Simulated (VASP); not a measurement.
Wanted: the native input for a VASP 6.6.1 run.

- Task: single point
- Functional: PBE
- Potentials or basis: VASP PAW PBE potentials, release 64 (Sn_d, Te)
- Cutoff: 520 eV
- k mesh: 6 × 6 × 6
- Occupations: gaussian, width 0.02 eV
- Spin: no spin polarisation
- Dipole correction: no
- Further INCAR settings: ALGO = Normal; EDIFF = 1e-06; NBANDS = 17

The structure of SnTe lies in POSCAR:

```
SnTe
1.0
    3.8914548770      0.0000000000      0.0000000000
    0.0000000000      3.8914548770      0.0000000000
    0.0000000000      0.0000000000      3.9226018806
Sn Te
1 1
Direct
    0.0000000000      0.0000000000      0.0000000000
    0.5000000000      0.5000000000      0.5000000000
```

The input as run:

INCAR

```
SYSTEM = SnTe
PREC     = Accurate       ! precision mode
ENCUT    = 520            ! plane-wave cutoff, eV
EDIFF    = 1E-6           ! SCF threshold, eV
ISMEAR   = 0              ! smearing method
SIGMA    = 0.02           ! smearing width, eV
LREAL    = .FALSE.        ! projectors in reciprocal space
LASPH    = .TRUE.         ! aspherical terms in the spheres
NELM     = 80             ! most SCF steps
ALGO     = Normal         ! electronic algorithm
ISIF     = 2              ! what is computed and relaxed
LWAVE    = .FALSE.        ! write WAVECAR
LCHARG   = .FALSE.        ! write CHGCAR
GGA      = PE             ! functional
NBANDS   = 17             ! bands
```

KPOINTS

```
regular mesh
0
G
  6 6 6
  0 0 0
```

Potentials or basis: VASP PAW PBE potentials, release 64 (Sn_d, Te).

Run with:

```sh
$ cat potpaw_PBE.64/Sn_d/POTCAR potpaw_PBE.64/Te/POTCAR > POTCAR
$ mpirun -np 1 vasp_std > vasp.out
```

Results of the run:

```
Pressure               : 0.0 GPa
Band gap on the k mesh : zero (band 10 reaches 7.52 eV, above the bottom of band 11 at 5.75 eV)
```

Caveat: spin-orbit coupling is left out, which moves the levels of the heavy elements.

It took 13 s on 1 thread of Intel(R) Xeon(R) 6975P-C (Granite Rapids), on a shared host, peak memory 0.19 GiB.
